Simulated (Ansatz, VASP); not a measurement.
SrCl2 in VASP and in Ansatz

POSCAR

```
SrCl2
1.0
    0.0000000000      3.4855000000      3.4855000000
    3.4855000000      0.0000000000      3.4855000000
    3.4855000000      3.4855000000      0.0000000000
Sr Cl
1 2
Direct
    0.0000000000      0.0000000000      0.0000000000
    0.1639291350      0.2500000000      0.2500000000
    0.7500000000      0.7500000000      0.7500000000
```

File INCAR.step1:

```
SYSTEM = SrCl2
PREC = Accurate
ENCUT = 520
ISMEAR = 0
SIGMA = 0.05
LREAL = .False.
LASPH = .True.
NELM = 100
NBANDS = 19
GGA = PE
ALGO = Normal
EDIFF = 1E-4
LWAVE = .True.
LCHARG = .False.
```

File INCAR.step2:

```
SYSTEM = SrCl2
PREC = Accurate
ENCUT = 520
EDIFF = 1E-7
ISMEAR = 0
SIGMA = 0.05
LREAL = .False.
LASPH = .True.
NELM = 100
ALGO = Normal
ISIF = 2
LWAVE = .False.
LCHARG = .False.
METAGGA = R2SCAN
LMIXTAU = .True.
NBANDS = 19
ISTART = 1
```

The input KPOINTS:

```
regular mesh
0
Gamma
  6 6 6
  0 0 0
```

Input for Ansatz:

```yaml
crystal:
  lattice:
    - [0.0, 3.4855, 3.4855]
    - [3.4855, 0.0, 3.4855]
    - [3.4855, 3.4855, 0.0]
  atoms:
    - { symbol: Sr, position: [0.0, 0.0, 0.0] }
    - { symbol: Cl, position: [0.163929135, 0.25, 0.25] }
    - { symbol: Cl, position: [0.75, 0.75, 0.75] }
basis:
  ecutwfc: 500
kpoints:
  mp_grid: { grid: [6, 6, 6] }
hamiltonian:
  xc: r2scan
scf:
  occupations: { method: gaussian, width: 0.05 }
output:
  forces: true
  stress: true
  eigenvalues: true
  write_density: true
  write_potential: true
  elf: true
  volumetric_format: npy
```

Alike in both runs: task single point; functional r2SCAN; k mesh 6 × 6 × 6; occupations gaussian, width 0.05 eV; no spin polarisation.

|  | VASP | Ansatz |
| --- | --- | --- |
| version | VASP 6.6.1 | Ansatz 0.2.0 |
| potentials or method | VASP PAW PBE potentials, release 64 (Sr_sv, Cl), cutoff 520 eV | scalar-relativistic, plane waves, PAW |
| valence electrons in the cell | 24 | 24 |

|  | VASP | Ansatz | Ansatz less VASP |
| --- | --- | --- | --- |
| gap on the k mesh at the Fermi level (eV) | 5.77 | 5.77 | 0.000 |
| least direct gap on the mesh (eV) | 6.00 | 6.00 | 0.000 |
| pressure (GPa) | 2.1 | 2.1 | -0.06 |
| traceless stress, the component that is largest in VASP (GPa) | 2.02 | 1.96 | -0.057 |
| rms of the force components (eV/Å) | 0.675 | 0.666 | -0.0091 |

VASP's potentials were made for PBE, not for r2SCAN. Atom by atom the forces differ by 0.010 eV/Å (rms over components).
